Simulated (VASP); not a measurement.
A run of VASP 6.6.1:

Contents of POSCAR:

```
Sn
1.0
    0.0000000000      3.2333428000      3.2333428000
    3.2333428000      0.0000000000      3.2333428000
    3.2333428000      3.2333428000      0.0000000000
Sn
2
Direct
    0.7500000000      0.7500000000      0.7500000000
    0.5000000000      0.5000000000      0.5000000000
```

Contents of INCAR.step1:

```
SYSTEM = Sn
PREC = Accurate
ENCUT = 520
EDIFF = 1E-5
ISMEAR = -1
SIGMA = 0.05
LREAL = .False.
LASPH = .True.
NELM = 150
ALGO = Normal
ISIF = 2
LWAVE = .True.
LCHARG = .False.
MAGMOM = 0 0 0 0 0 0
LORBIT = 11
LSORBIT = .True.
GGA_COMPAT = .False.
LORBMOM = .True.
NBANDS = 40
GGA = PE
```

The input INCAR.step2:

```
SYSTEM = Sn
PREC = Accurate
ENCUT = 520
EDIFF = 1E-7
ISMEAR = -1
SIGMA = 0.05
LREAL = .False.
LASPH = .True.
NELM = 150
ALGO = Normal
ISIF = 2
LWAVE = .False.
LCHARG = .False.
MAGMOM = 0 0 0 0 0 0
LORBIT = 11
LSORBIT = .True.
GGA_COMPAT = .False.
LORBMOM = .True.
GGA = PE
LHFCALC = .True.
HFSCREEN = 0.2079
PRECFOCK = Normal
NBANDS = 40
ISTART = 1
```

KPOINTS

```
regular mesh
0
Gamma
  3 3 3
  0 0 0
```

Potentials or basis: VASP PAW PBE potentials, release 64 (Sn_d).

Command:

```console
$ cat potpaw_PBE.64/Sn_d/POTCAR > POTCAR
$ cp INCAR.step1 INCAR
$ mpirun -np 1 vasp_ncl > vasp.out
$ cp INCAR.step2 INCAR
$ mpirun -np 1 vasp_ncl > vasp.out
```

Hardware: 1 thread of Intel(R) Xeon(R) Platinum 8259CL CPU @ 2.50GHz (Skylake/Cascade Lake), with other jobs on the host.

Task: Estimate the wall time of this run.

Result: It took 33 min on 1 thread of Intel(R) Xeon(R) Platinum 8259CL CPU @ 2.50GHz (Skylake/Cascade Lake), with other jobs on the host, peak memory 0.51 GiB. Counts: k points 4.
